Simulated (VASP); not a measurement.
P, 2 atoms in the cell. Symmetry: R-3m, No. 166, trigonal system. The conventional cell has a = 3.373 Å, b = 3.373 Å, c = 8.270 Å, α = 90.00°, β = 90.00°, γ = 120.00°. Within 3.1 Å of P (site symmetry 3m) lie 6 P at 2.31 to 2.47 Å. 

- Program: VASP 6.6.1
- Task: single point
- Functional: PBE
- Dispersion: D3(BJ)
- Potentials or basis: VASP PAW PBE potentials, release 64 (P)
- Cutoff: 520 eV
- k mesh: 16 × 16 × 16
- Occupations: gaussian, width 0.05 eV
- Spin: no spin polarisation
- Dipole correction: no
- Further INCAR settings: ALGO = Normal; EDIFF = 1e-06; NBANDS = 12

Potentials or basis: VASP PAW PBE potentials, release 64 (P).

Command:

```bash
$ cat potpaw_PBE.64/P/POTCAR > POTCAR
$ mpirun -np 1 vasp_std > vasp.out
```

Hardware: 1 thread of AMD EPYC 9R45 96-Core Processor (Zen 5) (shared host).

**Question.** How long does it take, and how much memory?

**Answer.** Run time: 56 s on 1 thread of AMD EPYC 9R45 96-Core Processor (Zen 5), on a shared host, peak memory 0.21 GiB. Counts: scf iterations 11, k points 417.
